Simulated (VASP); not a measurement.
# MnS (Fm-3m) in VASP: notebook

The runs below take MnS through single point, with PBEsol.

All numbers are computed with VASP 6.6.1; they aren't measurements. Logs are shortened: lines on timing, memory, paths and dates and some standing lists are left out, and cuts for length are marked.

### 1 The cell of the first run

The structure is cubic, space group Fm-3m (No. 225). The conventional cell has a = 5.209 Å, b = 5.209 Å, c = 5.209 Å, α = 90.00°, β = 90.00°, γ = 90.00°. Within 3.4 Å of Mn (site symmetry m-3m) lie 6 S at 2.60 Å. Within 3.4 Å of S (site symmetry m-3m) lie 6 Mn at 2.60 Å.

### 2 Single point, PBEsol, collinear spin, ferromagnetic start

Contents of INCAR:

```
PREC     = Accurate       # precision mode
ENCUT    = 520            # plane-wave cutoff, eV
EDIFF    = 1E-7           # SCF threshold, eV
ISMEAR   = -1             # smearing method
SIGMA    = 0.05           # smearing width, eV
LREAL    = F              # projectors in reciprocal space
LASPH    = T              # aspherical terms in the spheres
NELM     = 150            # most SCF steps
ALGO     = Normal         # electronic algorithm
ISIF     = 2              # what is computed and relaxed
LWAVE    = F              # write WAVECAR
LCHARG   = T              # write CHGCAR
ISPIN    = 2              # spin polarisation
MAGMOM   = 3 0            # initial moments
LORBIT   = 11             # projections on sites
NUPDOWN  = 3.0            # fixed moment
LMAXMIX  = 4              # l up to which the mixer works
GGA      = PS             # functional
LELF     = T              # ELF
LVHAR    = T            
NBANDS   = 20             # bands
```

Contents of KPOINTS:

```
regular mesh
0
Gamma
  7 7 7
```

Contents of POSCAR:

```
MnS
1.0
    0.0000000000      2.6045000000      2.6045000000
    2.6045000000      0.0000000000      2.6045000000
    2.6045000000      2.6045000000      0.0000000000
Mn S
1 1
Direct
    0.0000000000      0.0000000000      0.0000000000
    0.5000000000      0.5000000000      0.5000000000
```

Potentials or basis: VASP PAW PBE potentials, release 64 (Mn_pv, S).

Run with:

```sh
$ cat potpaw_PBE.64/Mn_pv/POTCAR potpaw_PBE.64/S/POTCAR > POTCAR
$ mpirun -np 1 vasp_std > vasp.out
```

OUTCAR:

```text
PREC = Accurate
   ENCUT = 520
   EDIFF = 1E-7
   ISMEAR = -1
   LREAL = F
   LASPH = T
   NELM = 150
   ISIF = 2
   ISPIN = 2
   LORBIT = 11
   NUPDOWN = 3.0
   GGA = PS

 ion  position               nearest neighbor table
   1  0.000  0.000  0.000-   2 2.60   2 2.60   2 2.60   2 2.60   2 2.60   2 2.60
   2  0.500  0.500  0.500-   1 2.60   1 2.60   1 2.60   1 2.60   1 2.60   1 2.60

  LATTYP: Found a face centered cubic cell.
 ALAT       =     5.2090000000

  Lattice vectors:

 A1 = (   0.0000000000,   2.6045000000,   2.6045000000)
 A2 = (   2.6045000000,   0.0000000000,   2.6045000000)
 A3 = (   2.6045000000,   2.6045000000,   0.0000000000)

Analysis of symmetry for initial positions (statically):
=====================================================================
 Subroutine PRICEL returns:
 Original cell was already a primitive cell.

 Routine SETGRP: Setting up the symmetry group for a
 face centered cubic supercell.

 Subroutine GETGRP returns: Found 48 space group operations
 (whereof 48 operations were pure point group operations)
 out of a pool of 48 trial point group operations.

The static configuration has the point symmetry O_h .

Analysis of symmetry for dynamics (positions and initial velocities):
=====================================================================
 Subroutine PRICEL returns:
 Original cell was already a primitive cell.

 Routine SETGRP: Setting up the symmetry group for a
 face centered cubic supercell.

 Subroutine GETGRP returns: Found 48 space group operations
 (whereof 48 operations were pure point group operations)
 out of a pool of 48 trial point group operations.

The dynamic configuration has the point symmetry O_h .

Analysis of structural, dynamic, and magnetic symmetry:
=====================================================================
 Subroutine PRICEL returns:
 Original cell was already a primitive cell.

 Routine SETGRP: Setting up the symmetry group for a
 face centered cubic supercell.

 Subroutine GETGRP returns: Found 48 space group operations
 (whereof 48 operations were pure point group operations)
 out of a pool of 48 trial point group operations.

The overall configuration has the point symmetry O_h .

 Subroutine INISYM returns: Found 48 space group operations
 (whereof 48 operations are pure point group operations),
 and found     1 'primitive' translations

----------------------------------------------------------------------------------------

                                     Primitive cell

  volume of cell :      35.3348

  direct lattice vectors                    reciprocal lattice vectors
     0.000000000  2.604500000  2.604500000    -0.191975427  0.191975427  0.191975427
     2.604500000  0.000000000  2.604500000     0.191975427 -0.191975427  0.191975427
     2.604500000  2.604500000  0.000000000     0.191975427  0.191975427 -0.191975427

  length of vectors
     3.683319223  3.683319223  3.683319223     0.332511194  0.332511194  0.332511194

  position of ions in fractional coordinates (direct lattice)
[... 8 lines left out ...]
----------------------------------------------------------------------------------------

 KPOINTS: regular mesh

Automatic generation of k-mesh.
 Grid dimensions read from file:
 generate k-points for:    7    7    7

 Generating k-lattice:

  Cartesian coordinates                     Fractional coordinates (reciprocal lattice)
    -0.027425061  0.027425061  0.027425061     0.142857143  0.000000000  0.000000000
     0.027425061 -0.027425061  0.027425061     0.000000000  0.142857143  0.000000000
     0.027425061  0.027425061 -0.027425061     0.000000000  0.000000000  0.142857143

  Length of vectors
     0.047501599  0.047501599  0.047501599

  Shift w.r.t. Gamma in fractional coordinates (k-lattice)
     0.000000000  0.000000000  0.000000000

 Subroutine IBZKPT returns following result:
 ===========================================

 Found     20 irreducible k-points:

 Following reciprocal coordinates:
            Coordinates               Weight
  0.000000  0.000000  0.000000      1.000000
  0.142857  0.000000  0.000000      8.000000
  0.285714  0.000000  0.000000      8.000000
  0.428571  0.000000  0.000000      8.000000
  0.142857  0.142857  0.000000      6.000000
  0.285714  0.142857  0.000000     24.000000
[... 12 lines left out ...]
 -0.428571  0.428571  0.142857     24.000000
 -0.285714  0.428571  0.142857     24.000000
   k-points           NKPTS =     20   k-points in BZ     NKDIM =     20   number of bands    NBANDS=     20
   number of dos      NEDOS =    301   number of ions     NIONS =      2
   total plane-waves  NPLWV =  21952
   dimension x,y,z NGX =    28 NGY =   28 NGZ =   28
   dimension x,y,z NGXF=    56 NGYF=   56 NGZF=   56
   ions per type =               1   1
   NGX,Y,Z   is equivalent  to a cutoff of  12.64, 12.64, 12.64 a.u.
   NGXF,Y,Z  is equivalent  to a cutoff of  25.28, 25.28, 25.28 a.u.
 SYSTEM =  unknown system
   PREC   = accura    normal or accurate (medium, high low for compatibility)
   ISTART =      0    job   : 0-new  1-cont  2-samecut
   ICHARG =      2    charge: 1-file 2-atom 10-const
   ISPIN  =      2    spin polarized calculation?
   LNONCOLLINEAR =      F non collinear calculations
   LSORBIT =      F    spin-orbit coupling
   LASPH  =      T    aspherical Exc in radial PAW
   ENCUT  =  520.0 eV  38.22 Ry    6.18 a.u.   6.85  6.85  6.85*2*pi/ulx,y,z
   NELM   =    150;   NELMIN=  2; NELMDL= -5     # of ELM steps
   EDIFF  = 0.1E-06   stopping-criterion for ELM
   LREAL  =      F    real-space projection
   EDIFFG = 0.1E-05   stopping-criterion for IOM
   NSW    =      0    number of steps for IOM
   IBRION =     -1    ionic relax: 0-MD 1-quasi-New 2-CG
   NFREE  =      0    steps in history (QN), initial steepest desc. (CG)
   ISIF   =      2    stress and relaxation
   ISYM   =      2    0-nonsym 1-usesym 2-fastsym
   POTIM  = 0.5000    time-step for ionic-motion
   TEBEG  =    0.0;   TEEND  =   0.0 temperature during run
   PSTRESS=    0.0 pullay stress
   NELECT =      19.0000    total number of electrons
   NUPDOWN=       3.0000    fix difference up-down
   EMIN   =  10.00;   EMAX   =-10.00  energy-range for DOS
   EFERMI =   0.00;   METHOD = LEGACY
   ISMEAR =    -1;   SIGMA  =   0.05  broadening in eV -4-tet -1-fermi 0-gaus
   EFERMI_NEDOS =   21; number of points for ismear=-14 and -15
   IALGO  =     38    algorithm
   IMIX   =      4    mixing-type and parameters
     AMIX     =   0.40;   BMIX     =  1.00
     AMIX_MAG =   1.60;   BMIX_MAG =  1.00
  volume/ion in A,a.u.               =      17.67       119.23
  Fermi-wavevector in a.u.,A,eV,Ry     =   1.331246  2.515690 24.112464  1.772216
  Thomas-Fermi vector in A             =   2.460272
   LORBIT       =     11    0 simple, 1 ext, 2 COOP (PROOUT), +10 PAW based schemes
   GGA     = PS    functional components
   LHFCALC =     F    Hartree Fock is set to
   AEXX    =    0.0000 exact exchange contribution
   IVDW    =     0    specifies the selected vdW correction
   LEPSILON=     F    determine dielectric tensor
   LRPA    =     F    only Hartree local field effects (RPA)
 spin polarized calculation
  energy-cutoff  :      520.00
  volume of cell :       35.33
 maximum number of plane-waves:       966
   NGX = 13   NGY = 13   NGZ = 13

 number of electron      18.9999988 magnetization       2.9999996

 Free energy of the ion-electron system (eV)
  ---------------------------------------------------
  ext. energy  EPLUGINS =         0.00000000
  ---------------------------------------------------
  free energy    TOTEN  =       -14.15119676 eV

  energy without entropy =      -14.12328711  energy(sigma->0) =      -14.13724194

 E-fermi :   6.8896     XC(G=0): -10.8685

 val. band max:        6.8808860092   @ k =  -0.4286   0.2857   0.1429
 cond. band min:       5.5848155075   @ k =  -0.2857   0.1429   0.0000
 fundamental gap:     -1.2960705017
 Fermi energy:         5.5377165891

 spin component 1

 k-point     1 :       0.0000    0.0000    0.0000
  band No.  band energies     occupation
      1     -43.1691      1.00000
      2     -43.1691      1.00000
      3     -43.1691      1.00000
      4      -8.1940      1.00000
      5       3.8344      1.00000
      6       3.8344      1.00000
[... 12 lines left out ...]
     19      18.4026      0.00000
     20      18.8823      0.00000

 k-point     2 :       0.1429    0.0000    0.0000
  band No.  band energies     occupation
      1     -43.1707      1.00000
      2     -43.1693      1.00000
      3     -43.1693      1.00000
      4      -7.9960      1.00000
      5       2.8038      1.00000
      6       3.1588      1.00000
[... 12 lines left out ...]
     19      17.9864      0.00000
     20      19.8539      0.00000
[... 372 lines left out ...]
      2     -43.1731      1.00000
      3     -43.1722      1.00000
      4      -6.7573      1.00000
      5       0.6568      1.00000
      6       1.9567      1.00000
[... 12 lines left out ...]
     19      21.5140      0.00000
     20      22.1287      0.00000

 k-point    20 :      -0.2857    0.4286    0.1429
  band No.  band energies     occupation
      1     -43.1750      1.00000
      2     -43.1746      1.00000
      3     -43.1721      1.00000
      4      -6.6821      1.00000
      5       0.9710      1.00000
      6       1.0981      1.00000
[... 12 lines left out ...]
     19      21.8902      0.00000
     20      23.2438      0.00000
 Fermi energy:         6.8895638101

 spin component 2

 k-point     1 :       0.0000    0.0000    0.0000
  band No.  band energies     occupation
      1     -40.0391      1.00000
      2     -40.0391      1.00000
      3     -40.0391      1.00000
      4      -8.2134      1.00000
      5       4.4106      1.00000
      6       4.4106      1.00000
[... 12 lines left out ...]
     19      18.9765      0.00000
     20      19.9117      0.00000

 k-point     2 :       0.1429    0.0000    0.0000
  band No.  band energies     occupation
      1     -40.0412      1.00000
      2     -40.0394      1.00000
      3     -40.0394      1.00000
      4      -8.0234      1.00000
      5       3.1348      1.00000
      6       3.8894      1.00000
[... 12 lines left out ...]
     19      18.3661      0.00000
     20      20.4757      0.00000
[... 373 lines left out ...]
      3     -40.0430      1.00000
      4      -6.8270      1.00000
      5       0.8132      1.00000
      6       2.2118      1.00000
[... 12 lines left out ...]
     19      21.7004      0.00000
     20      22.4661      0.00000

 k-point    20 :      -0.2857    0.4286    0.1429
  band No.  band energies     occupation
      1     -40.0465      1.00000
      2     -40.0460      1.00000
      3     -40.0428      1.00000
      4      -6.7591      1.00000
      5       1.2399      1.00000
      6       1.2533      1.00000
[... 12 lines left out ...]
     19      22.0738      0.00000
     20      23.5137      0.00000

------------------------ aborting loop because EDIFF is reached ----------------------------------------

  FORCE on cell =-STRESS in cart. coord.  units (eV):
  Direction    XX          YY          ZZ          XY          YZ          ZX
  --------------------------------------------------------------------------------------
  -------------------------------------------------------------------------------------
  Total       -4.5846027     -4.5846027     -4.5846027      0.0000000      0.0000000      0.0000000
  in kB     -207.8783263   -207.8783263   -207.8783263      0.0000000      0.0000000      0.0000000
  external PRESSURE =    -207.8783263 kB  Pullay stress =       0.0000000 kB

 VOLUME and BASIS-vectors are now :
 -----------------------------------------------------------------------------
  energy-cutoff  :      520.00
  volume of cell :       35.33
      direct lattice vectors                 reciprocal lattice vectors
     0.000000000  2.604500000  2.604500000    -0.191975427  0.191975427  0.191975427
     2.604500000  0.000000000  2.604500000     0.191975427 -0.191975427  0.191975427
     2.604500000  2.604500000  0.000000000     0.191975427  0.191975427 -0.191975427

 POSITION                                       TOTAL-FORCE (eV/Angst)
 -----------------------------------------------------------------------------------
      0.00000      0.00000      0.00000        -0.000000      0.000000      0.000000
      2.60450      2.60450      2.60450         0.000000      0.000000     -0.000000
 -----------------------------------------------------------------------------------
    total drift:                               -0.000000      0.000000      0.000000

  FREE ENERGIE OF THE ION-ELECTRON SYSTEM (eV)
  ---------------------------------------------------
  free  energy   TOTEN  =       -14.1511967629 eV

  energy  without entropy=      -14.1232871131  energy(sigma->0) =      -14.13724194

 total charge

# of ion       s       p       d       tot
------------------------------------------
    1        0.209   6.140   5.038  11.386
    2        1.324   2.286   0.000   3.610
--------------------------------------------------
tot          1.533   8.426   5.038  14.996

 magnetization (x)

# of ion       s       p       d       tot
------------------------------------------
    1        0.036   0.016   2.952   3.004
    2        0.007  -0.098   0.000  -0.091
--------------------------------------------------
tot          0.044  -0.083   2.952   2.913
```

Run time: 17 s. Hardware: 1 thread of Intel Xeon Platinum 8559C (Emerald Rapids), shared host; peak memory 0.17 GiB.

What came out:

```
Free energy                                           : -14.1512 eV
Pressure                                              : -20.8 GPa
Net moment                                            : 3.00 μB per cell
Site moments                                          : Mn +3.00; S -0.09 μB
Valence electrons inside the program's atomic spheres : Mn 11.39; S 3.61
```

Caveat: the PAW data sets were made with another functional, which shifts forces and pressure a little; the total moment is fixed, so each spin has its own Fermi level; a cell with one magnetic atom can't hold antiferromagnetic order, which such compounds often take.

(Continued in part 2 of 2.)
